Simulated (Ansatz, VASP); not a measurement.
**Two plane-wave programs on IrC3**

```xyz
4
Lattice="-2.0745 2.0745 2.0745 2.0745 -2.0745 2.0745 2.0745 2.0745 -2.0745" Properties=species:S:1:pos:R:3 pbc="T T T"
Ir    0.0000    0.0000    0.0000
C     2.0745    0.0000    0.0000
C     0.0000    2.0745    0.0000
C     0.0000    0.0000    2.0745
```

Alike in both runs: functional PBE; k mesh 16 × 16 × 16; occupations gaussian, width 0.1 eV; no spin polarisation.

Ansatz relaxed the structure, and its values are those at the end. VASP's run is a single point on that final structure, the one shown.

|  | VASP | Ansatz |
| --- | --- | --- |
| version | VASP 6.6.1 | Ansatz 0.2.0 |
| potentials or method | VASP PAW PBE potentials, release 64 (Ir, C), cutoff 520 eV | scalar-relativistic, plane waves, PAW |
| valence electrons in the cell | 21 | 29 |

|  | VASP | Ansatz | Ansatz less VASP |
| --- | --- | --- | --- |
| gap on the k mesh at the Fermi level (eV) | none | none | - |
| pressure (GPa) | 1.6 | 0.0 | -1.57 |

A gap of «none» marks a metal or a gap that the smearing closes. The functional is the same, so the differences come from potentials, cutoffs and numerics. VASP's potentials hold 21 valence electrons a cell and Ansatz's 29, so a difference there can come from the potentials and not from the codes.

Neither program's run includes spin-orbit coupling.
